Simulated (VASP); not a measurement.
# W in VASP: notebook

W is run at these levels: PBE, PBEsol; tasks: single point, relaxation of cell and atoms.

Everything below comes from runs of VASP 6.6.1. Logs are shortened: lines on timing, memory, paths and dates and some standing lists are left out, and cuts for length are marked.

## (1) The cell of the first run

The typed cell holds 4 atoms: a = 2.810 Å, b = 4.864 Å, c = 4.924 Å, α = 90.00°, β = 90.00°, γ = 90.00°.

## (2) Single point, PBE (atoms moved at random)

Contents of INCAR:

```
SYSTEM = W
PREC = Accurate
ENCUT = 520
EDIFF = 1E-6
ISMEAR = -1
SIGMA = 0.05
LREAL = .False.
LASPH = .True.
NELM = 80
ALGO = Fast
ISIF = 2
LWAVE = .False.
LCHARG = .False.
GGA = PE
NBANDS = 36
```

Contents of KPOINTS:

```
Automatic mesh
0
Gamma
  9 6 6
  0 0 0
```

Contents of POSCAR:

```
W
1.0
    2.8096620000      0.0000000000      0.0000000000
    0.0000000000      4.8638700000      0.0000000000
    0.0000000000      0.0000000000      4.9236950000
W
4
Direct
    0.8040380000      0.9291260000      0.7515080000
    0.2116970000      0.4381940000      0.7613770000
    0.2170050000      0.0575400000      0.2479060000
    0.8126700000      0.5613540000      0.2512970000
```

Potentials or basis: VASP PAW PBE potentials, release 64 (W_sv).

The run is started by

```
$ cat potpaw_PBE.64/W_sv/POTCAR > POTCAR
$ mpirun -np 1 vasp_std > vasp.out
```

OUTCAR:

```text
SYSTEM = W
   PREC = Accurate
   ENCUT = 520
   EDIFF = 1E-6
   ISMEAR = -1
   LREAL = .False.
   LASPH = .True.
   NELM = 80
   ISIF = 2
   GGA = PE

 ion  position               nearest neighbor table
   1  0.804  0.929  0.752-   2 2.65   2 2.73   3 2.78   3 2.81   2 2.91   2 2.98   3 3.01   4 3.04
                             3 3.04   4 3.04
   2  0.212  0.438  0.761-   1 2.65   4 2.73   1 2.73   4 2.81   1 2.91   1 2.98   4 3.00   3 3.03
                             4 3.09   3 3.13
   3  0.217  0.058  0.248-   4 2.67   4 2.70   1 2.78   1 2.81   4 2.94   4 2.97   1 3.01   2 3.03
                             1 3.04   2 3.13
   4  0.813  0.561  0.251-   3 2.67   3 2.70   2 2.73   2 2.81   3 2.94   3 2.97   2 3.00   1 3.04
                             1 3.04   2 3.09

  LATTYP: Found a simple orthorhombic cell.
 ALAT       =     2.8096620000
 B/A-ratio  =     1.7311228183
 C/A-ratio  =     1.7524154151

  Lattice vectors:

 A1 = (   2.8096620000,   0.0000000000,   0.0000000000)
 A2 = (   0.0000000000,   4.8638700000,   0.0000000000)
 A3 = (   0.0000000000,   0.0000000000,   4.9236950000)

Analysis of symmetry for initial positions (statically):
=====================================================================
 Subroutine PRICEL returns:
 Original cell was already a primitive cell.

 Routine SETGRP: Setting up the symmetry group for a
 simple orthorhombic supercell.

 Subroutine GETGRP returns: Found  1 space group operations
 (whereof  1 operations were pure point group operations)
 out of a pool of  8 trial point group operations.

The static configuration has the point symmetry C_1 .

Analysis of symmetry for dynamics (positions and initial velocities):
=====================================================================
 Subroutine PRICEL returns:
 Original cell was already a primitive cell.

 Routine SETGRP: Setting up the symmetry group for a
 simple orthorhombic supercell.

 Subroutine GETGRP returns: Found  1 space group operations
 (whereof  1 operations were pure point group operations)
 out of a pool of  8 trial point group operations.

The dynamic configuration has the point symmetry C_1 .

 Subroutine INISYM returns: Found  1 space group operations
 (whereof  1 operations are pure point group operations),
 and found     1 'primitive' translations

----------------------------------------------------------------------------------------

                                     Primitive cell
[... 89 lines left out ...]
   ISPIN  =      1    spin polarized calculation?
   LNONCOLLINEAR =      F non collinear calculations
   LSORBIT =      F    spin-orbit coupling
   LASPH  =      T    aspherical Exc in radial PAW
   ENCUT  =  520.0 eV  38.22 Ry    6.18 a.u.   5.22  9.04  9.15*2*pi/ulx,y,z
   NELM   =     80;   NELMIN=  2; NELMDL= -5     # of ELM steps
   EDIFF  = 0.1E-05   stopping-criterion for ELM
   LREAL  =      F    real-space projection
   EDIFFG = 0.1E-04   stopping-criterion for IOM
   NSW    =      0    number of steps for IOM
   IBRION =     -1    ionic relax: 0-MD 1-quasi-New 2-CG
   NFREE  =      0    steps in history (QN), initial steepest desc. (CG)
   ISIF   =      2    stress and relaxation
   ISYM   =      2    0-nonsym 1-usesym 2-fastsym
   POTIM  = 0.5000    time-step for ionic-motion
   TEBEG  =    0.0;   TEEND  =   0.0 temperature during run
   PSTRESS=    0.0 pullay stress
   NELECT =      56.0000    total number of electrons
   NUPDOWN=      -1.0000    fix difference up-down
   EMIN   =  10.00;   EMAX   =-10.00  energy-range for DOS
   EFERMI =   0.00;   METHOD = LEGACY
   ISMEAR =    -1;   SIGMA  =   0.05  broadening in eV -4-tet -1-fermi 0-gaus
   EFERMI_NEDOS =   21; number of points for ismear=-14 and -15
   IALGO  =     68    algorithm
   IMIX   =      4    mixing-type and parameters
     AMIX     =   0.40;   BMIX     =  1.00
     AMIX_MAG =   1.60;   BMIX_MAG =  1.00
  volume/ion in A,a.u.               =      16.82       113.52
  Fermi-wavevector in a.u.,A,eV,Ry     =   1.539909  2.910006 32.263772  2.371320
  Thomas-Fermi vector in A             =   2.646071
   LORBIT       =      0    0 simple, 1 ext, 2 COOP (PROOUT), +10 PAW based schemes
   GGA     = PE    functional components
   LHFCALC =     F    Hartree Fock is set to
   AEXX    =    0.0000 exact exchange contribution
   IVDW    =     0    specifies the selected vdW correction
   LEPSILON=     F    determine dielectric tensor
   LRPA    =     F    only Hartree local field effects (RPA)
 non-spin polarized calculation
 RMM-DIIS sequential band-by-band and
  energy-cutoff  :      520.00
  volume of cell :       67.29
 maximum number of plane-waves:      1836
 NGX is ok and might be reduce to    24
   NGX = 11   NGY = 19   NGZ = 19

 number of electron      56.0000006 magnetization

 Free energy of the ion-electron system (eV)
  ---------------------------------------------------
  ext. energy  EPLUGINS =         0.00000000
  ---------------------------------------------------
  free energy    TOTEN  =       -49.80620888 eV

  energy without entropy =      -49.77960734  energy(sigma->0) =      -49.79290811

 E-fermi :  10.3296     XC(G=0): -13.2733

 val. band max:       10.3218693242   @ k =   0.0000   0.3333  -0.3333
 cond. band min:      10.3314796482   @ k =  -0.1111  -0.1667   0.1667
 fundamental gap:      0.0096103239
 Fermi energy:        10.3295922600

 k-point     1 :       0.0000    0.0000    0.0000
  band No.  band energies     occupation
      1     -63.5458      2.00000
      2     -63.4683      2.00000
      3     -63.4312      2.00000
      4     -63.3822      2.00000
      5     -28.3306      2.00000
      6     -28.2745      2.00000
[... 925 lines left out ...]
     35      13.0348      0.00000
     36      13.2341      0.00000

 [... further k-points ...]
[... 5 lines left out ...]
  --------------------------------------------------------------------------------------
  -------------------------------------------------------------------------------------
  Total       -0.5090916     -0.5280213     -0.9182092      0.1552403     -0.2625745      0.1919959
  in kB      -12.1221410    -12.5728822    -21.8637693      3.6964749     -6.2522456      4.5716762
  external PRESSURE =     -15.5195975 kB  Pullay stress =       0.0000000 kB

 VOLUME and BASIS-vectors are now :
 -----------------------------------------------------------------------------
  energy-cutoff  :      520.00
  volume of cell :       67.29
      direct lattice vectors                 reciprocal lattice vectors
     2.809662000  0.000000000  0.000000000     0.355914697  0.000000000  0.000000000
     0.000000000  4.863870000  0.000000000     0.000000000  0.205597600  0.000000000
     0.000000000  0.000000000  4.923695000     0.000000000  0.000000000  0.203099501

 POSITION                                       TOTAL-FORCE (eV/Angst)
 -----------------------------------------------------------------------------------
      2.25908      4.51915      3.70020        -0.055919      0.543445     -0.234331
      0.59480      2.13132      3.74879         0.210931     -0.473093     -0.636806
      0.60971      0.27987      1.22061         0.083527      0.191956      0.408631
      2.28333      2.73035      1.23731        -0.238539     -0.262308      0.462506
 -----------------------------------------------------------------------------------
    total drift:                               -0.000343     -0.000048     -0.000015

  FREE ENERGIE OF THE ION-ELECTRON SYSTEM (eV)
  ---------------------------------------------------
  free  energy   TOTEN  =       -49.8062088837 eV

  energy  without entropy=      -49.7796073414  energy(sigma->0) =      -49.79290811
```

Wall time 4.4 min (1 thread of Intel Xeon Platinum 8259CL at 2.50GHz (Skylake/Cascade Lake), shared host); peak memory 0.38 GiB.

Results:

* Free energy: -49.8062 eV
* Pressure: -1.6 GPa
* Largest force: 0.821 eV/Å
* Band gap on the k mesh: zero (band 28 reaches 11.22 eV, above the bottom of band 29 at 10.01 eV)

Forces in eV/Å, atoms in the order of the input:
```
W   -0.056  0.543 -0.234
W    0.211 -0.473 -0.637
W    0.084  0.192  0.409
W   -0.239 -0.262  0.463
```

Stress tensor (GPa, compression positive):
```
-1.21  0.37  0.46
 0.37 -1.26 -0.63
 0.46 -0.63 -2.19
```

Levels at points of the mesh, in eV from the Fermi level:
```tsv
k point	band 25	band 26	band 27	band 28	band 29	band 30	band 31	band 32
(0.00, 0.00, 0.00)	-0.52	-0.47	-0.37	-0.31	-0.26	-0.14	0.58	1.57
(0.00, 0.50, 0.00)	-1.53	-1.50	0.15	0.31	0.34	0.40	0.82	0.95
(0.00, 0.00, 0.50)	-0.90	-0.88	-0.12	-0.08	0.63	0.65	1.69	1.93
(0.00, 0.50, 0.50)	-1.34	-1.22	-1.16	-1.11	1.61	1.68	1.76	1.78
```

Caveat: the cell differs from its parent crystal (atoms moved at random); spin-orbit coupling is left out, which moves the levels of the heavy elements.

## (3) Relaxation of cell and atoms, PBEsol

Contents of INCAR:

```
  PREC = Accurate
  ENCUT = 600
  EDIFF = 1E-6
  ISMEAR = -1
  SIGMA = 0.05
  LREAL = False
  LASPH = True
  NELM = 100
  ALGO = Fast
  ISIF = 3
  LWAVE = False
  LCHARG = False
  GGA = PS
  IBRION = 2
  NSW = 60
  EDIFFG = -0.01
```

Contents of KPOINTS:

```
Automatic mesh
0
Gamma
  9 6 6
```

Contents of POSCAR:

```
W
1.0
    2.8096620000      0.0000000000      0.0000000000
    0.0000000000      4.8638700000      0.0000000000
    0.0000000000      0.0000000000      4.9236950000
W
4
Direct
    0.7931720000      0.9368430000      0.7500000000
    0.2068280000      0.4368430000      0.7500000000
    0.2068280000      0.0631570000      0.2500000000
    0.7931720000      0.5631570000      0.2500000000
```

Potentials or basis: VASP PAW PBE potentials, release 64 (W_sv).

The run is started by

```
$ cat potpaw_PBE.64/W_sv/POTCAR > POTCAR
$ mpirun -np 1 vasp_std > vasp.out
```

Run time: 40 min. Hardware: 1 thread of Intel Xeon 6975P-C (Granite Rapids), shared host; peak memory 0.34 GiB.

It converged, with:

| Quantity | Value |
| --- | --- |
| Free energy | -55.2165 eV |
| Relaxed volume | 15.74 Å³/atom |
| Relaxed cell | a = 3.166 Å, b = 4.459 Å, c = 4.459 Å, α = 90.00°, β = 90.00°, γ = 90.00° |
| Space group after relaxing (to 0.05 Å) | Im-3m (No. 229) |
| Energy gained by relaxing | 528.6 meV/atom |
| Ionic steps | 47 |
| Pressure after relaxing | 0.0 GPa |
| Band gap on the k mesh | zero (band 28 reaches 12.12 eV, above the bottom of band 29 at 10.85 eV) |

Step by step:
```
step  energy change (eV)  largest force (eV/Å)  pressure (GPa)  volume (Å³)
   1              0.0000                0.0691          -10.15        67.29
   3             -0.0794                0.1794           -0.51        64.99
   5             -0.0796                0.1892            0.16        64.84
   7             -0.1349                0.5371            0.73        64.32
   9             -0.2970                1.9879           13.14        61.39
  11             -0.3766                1.8436            9.58        61.89
  13             -0.3972                1.7518            7.74        62.20
  15             -0.4000                1.7685            7.86        62.18
  17             -0.4073                1.8277            8.39        62.09
  19             -0.4083                1.8662            8.81        62.03
  21             -0.4285                1.8786            8.43        62.10
  23             -0.5179                1.9337            6.82        62.38
  25             -0.8439                2.0777            0.89        63.51
  27             -1.1770                1.6706          -17.00        67.89
  29             -1.4504                1.7575           -8.95        65.54
  31             -1.7796                1.3833            1.50        63.09
  33             -2.0575                0.2258            3.82        62.28
  35             -2.0955                0.1785           -2.81        63.51
  37             -2.1127                0.1141            0.26        62.89
  39             -2.1136                0.0779           -0.03        62.95
  41             -2.1143                0.0068            0.25        62.89
  43             -2.1144                0.0060            0.11        62.92
  45             -2.1144                0.0042            0.06        62.92
  47             -2.1145                0.0015           -0.03        62.95
```

Final structure:
```
W
1.0
     3.16606    0.00000    0.00000
     0.00000    4.45888    0.00000
     0.00000    0.00000    4.45885
W
4
Direct
  0.75001 0.99999 0.75000
  0.24999 0.49999 0.75000
  0.24999 0.00001 0.25000
  0.75001 0.50001 0.25000
```

Levels at points of the mesh, in eV from the Fermi level:
```csv
k point,band 25,band 26,band 27,band 28,band 29,band 30,band 31,band 32
"(0.00, 0.00, 0.00)",-1.24,-1.19,0.77,0.77,2.23,2.23,2.23,2.31
"(0.00, 0.50, 0.00)",-1.84,-1.84,-0.71,-0.71,0.14,0.14,1.56,1.56
"(0.00, 0.00, 0.50)",-1.84,-1.84,-0.71,-0.71,0.14,0.14,1.56,1.56
"(0.00, 0.50, 0.50)",-0.55,-0.55,-0.55,-0.55,-0.51,-0.51,-0.51,-0.51
```

Caveat: the PAW data sets were made with another functional, which shifts forces and pressure a little; spin-orbit coupling is left out, which moves the levels of the heavy elements.
